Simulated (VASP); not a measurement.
# Al2Cu in VASP: a series of runs, part 2 of 2

VASP 6.6.1. Earlier steps stand in the parts before.

## 3. Single point, PBEsol (strained and its atoms moved)

Input file INCAR:

```
ALGO = Fast
EDIFF = 1E-6
ENCUT = 520
GGA = PS
ISIF = 2
ISMEAR = 0
LASPH = T
LCHARG = F
LREAL = F
LWAVE = F
NBANDS = 16
NELM = 100
PREC = Accurate
SIGMA = 0.1
```

Input file KPOINTS:

```
k-points
0
Gamma
  10 10 12
```

Input file POSCAR:

```
Al2Cu
1.0
    4.2645451652     -0.0007799846     -0.0410518200
   -0.0007799846      4.2645451652     -0.0410518200
   -0.0289131300     -0.0289131300      2.9955448336
Al Cu
2 1
Direct
    0.4991418450      0.0058142481      0.4985493757
   -0.0058142481      0.5008581550      0.5014506243
    0.0066724031     -0.0066724031      0.0000000000
```

Potentials or basis: VASP PAW PBE potentials, release 64 (Al, Cu).

Launch:

```sh
$ cat potpaw_PBE.64/Al/POTCAR potpaw_PBE.64/Cu/POTCAR > POTCAR
$ mpirun -np 1 vasp_std > vasp.out
```

OUTCAR:

```text
EDIFF = 1E-6
   ENCUT = 520
   GGA = PS
   ISIF = 2
   ISMEAR = 0
   LASPH = T
   LREAL = F
   NELM = 100
   PREC = Accurate

 ion  position               nearest neighbor table
   1  0.499  0.006  0.499-   3 2.55   3 2.61   3 2.61   3 2.65   2 2.99   2 3.02   2 3.02   2 3.05

   2  0.994  0.501  0.501-   3 2.55   3 2.61   3 2.61   3 2.65   1 2.99   1 3.02   1 3.02   1 3.05

   3  0.007  0.993  0.000-   1 2.55   2 2.55   2 2.61   1 2.61   2 2.61   1 2.61   1 2.65   2 2.65

  LATTYP: Found a base centered monoclinic cell.
 ALAT       =     6.0304334868
 B/A-ratio  =     1.0002731459
 C/A-ratio  =     0.4967841695
 COS(beta)  =    -0.0272611285

  Lattice vectors:

 A1 = (   4.2645451652,  -0.0007799846,  -0.0410518200)
 A2 = (  -0.0007799846,   4.2645451652,  -0.0410518200)
 A3 = (  -0.0289131300,  -0.0289131300,   2.9955448336)

Analysis of symmetry for initial positions (statically):
=====================================================================
 Subroutine PRICEL returns:
 Original cell was already a primitive cell.

 Routine SETGRP: Setting up the symmetry group for a
 base centered monoclinic supercell.
[... 171 lines left out ...]

 val. band max:        5.9419989734   @ k =   0.3000   0.3000   0.5000
 cond. band min:       5.9588019650   @ k =  -0.1000   0.3000   0.3333
 fundamental gap:      0.0168029916
 Fermi energy:         5.9450086613

 k-point     1 :       0.0000    0.0000    0.0000
  band No.  band energies     occupation
      1      -3.8236      2.00000
      2       1.0275      2.00000
      3       1.6237      2.00000
      4       2.1647      2.00000
      5       2.3227      2.00000
      6       2.3238      2.00000
[... 433 lines left out ...]
      3       0.9680      2.00000
      4       1.7098      2.00000
      5       2.1241      2.00000
      6       2.2991      2.00000
[... 8 lines left out ...]
     15      15.1458      0.00000
     16      16.6139      0.00000

 [... further k-points ...]

------------------------ aborting loop because EDIFF is reached ----------------------------------------

  FORCE on cell =-STRESS in cart. coord.  units (eV):
  Direction    XX          YY          ZZ          XY          YZ          ZX
  --------------------------------------------------------------------------------------
  -------------------------------------------------------------------------------------
  Total       -3.1557222     -3.1557222     -3.8089575      0.0013075      0.2281663      0.2281663
  in kB      -92.8258280    -92.8258280   -112.0407971      0.0384613      6.7115312      6.7115306
  external PRESSURE =     -99.2308177 kB  Pullay stress =       0.0000000 kB

 VOLUME and BASIS-vectors are now :
 -----------------------------------------------------------------------------
  energy-cutoff  :      520.00
  volume of cell :       54.47
      direct lattice vectors                 reciprocal lattice vectors
     4.264545165 -0.000779985 -0.041051820     0.234513403  0.000064688  0.002264158
    -0.000779985  4.264545165 -0.041051820     0.000064688  0.234513403  0.002264158
    -0.028913130 -0.028913130  2.995544834     0.003214727  0.003214727  0.333891145

 POSITION                                       TOTAL-FORCE (eV/Angst)
 -----------------------------------------------------------------------------------
      2.11419      0.00999      1.47270         0.101432     -0.026269      0.023089
      4.22486      2.12066      1.44074         0.026269     -0.101432     -0.023089
      0.02768      4.23609     -0.04105        -0.127701      0.127701      0.000000
 -----------------------------------------------------------------------------------
    total drift:                               -0.000326      0.000326      0.000000

  FREE ENERGIE OF THE ION-ELECTRON SYSTEM (eV)
  ---------------------------------------------------
  free  energy   TOTEN  =       -12.3350538882 eV

  energy  without entropy=      -12.3302747288  energy(sigma->0) =      -12.33266431
```

OSZICAR:

```text
N       E                     dE             d eps       ncg     rms          rms(c)
DAV:   1     0.588702904914E+02    0.58870E+02   -0.67229E+03 10808   0.107E+03
DAV:   2    -0.118940545183E+02   -0.70764E+02   -0.62514E+02 11336   0.192E+02
DAV:   3    -0.143578292254E+02   -0.24638E+01   -0.24049E+01 14640   0.412E+01
DAV:   4    -0.144148319864E+02   -0.57003E-01   -0.56982E-01 12992   0.531E+00
DAV:   5    -0.144178128010E+02   -0.29808E-02   -0.29808E-02 17256   0.137E+00    0.138E+01
RMM:   6    -0.165338838716E+02   -0.21161E+01   -0.35836E+01 13508   0.906E+01    0.123E+01
RMM:   7    -0.124636455805E+02    0.40702E+01   -0.10276E+01 12025   0.523E+01    0.181E+00
RMM:   8    -0.123428534798E+02    0.12079E+00   -0.10053E+00 11464   0.155E+01    0.133E+00
RMM:   9    -0.123333990451E+02    0.94544E-02   -0.11569E-01 12784   0.436E+00    0.408E-01
RMM:  10    -0.123377683666E+02   -0.43693E-02   -0.52144E-02 13612   0.284E+00    0.502E-01
RMM:  11    -0.123346238858E+02    0.31445E-02   -0.14833E-02 13377   0.174E+00    0.620E-02
RMM:  12    -0.123350801531E+02   -0.45627E-03   -0.39051E-03 14701   0.568E-01    0.983E-02
RMM:  13    -0.123351080380E+02   -0.27885E-04   -0.14382E-03 13562   0.504E-01    0.712E-02
RMM:  14    -0.123350359970E+02    0.72041E-04   -0.56769E-04 13882   0.250E-01    0.190E-02
RMM:  15    -0.123350534334E+02   -0.17436E-04   -0.18206E-04 15541   0.867E-02    0.215E-02
RMM:  16    -0.123350549363E+02   -0.15029E-05   -0.21185E-05 14411   0.422E-02    0.264E-02
RMM:  17    -0.123350533268E+02    0.16095E-05   -0.82365E-06 12557   0.442E-02    0.185E-02
RMM:  18    -0.123350538882E+02   -0.56135E-06   -0.53766E-06 12177   0.291E-02
   1 F= -.12335054E+02 E0= -.12332664E+02  d E =-.477916E-02
```

stdout:

```text
POSCAR found type information on POSCAR AlCu
 POSCAR found :  2 types and       3 ions
 scaLAPACK will be used
 -----------------------------------------------------------------------------
|                                                                             |
|                                                                             |
|     You enforced a specific xc type in the INCAR file but a different       |
|     I HOPE YOU KNOW WHAT YOU ARE DOING!                                     |
|                                                                             |
 -----------------------------------------------------------------------------

 LDA part: xc-table for (Slater+PW92), standard interpolation
 POSCAR, INCAR and KPOINTS ok, starting setup
 FFT: planning ... GRIDC
 FFT: planning ... GRID_SOFT
 FFT: planning ... GRID
 WAVECAR not read
 entering main loop
```

Wall time 2.3 min (1 thread of Intel Xeon Platinum 8488C (Sapphire Rapids), shared host); peak memory 0.38 GiB.

What came out:

* Free energy: -12.3351 eV
* Pressure: -9.9 GPa
* Largest force: 0.181 eV/Å
* Band gap on the k mesh: zero (an odd number of electrons rules out a gap without spin polarisation)

Forces in eV/Å, atoms in the order of the input:
```
Al   0.101 -0.026  0.023
Al   0.026 -0.101 -0.023
Cu  -0.128  0.128  0.000
```

Stress tensor (GPa, compression positive):
```
 -9.28   0.00   0.67
  0.00  -9.28   0.67
  0.67   0.67 -11.20
```

Caveat: the cell differs from its parent crystal (strained and its atoms moved); the cell stands under tension; the PAW data sets were made with another functional, which shifts forces and pressure a little.

The gap in the log of VASP goes by the Fermi energy; the results here count the filled bands.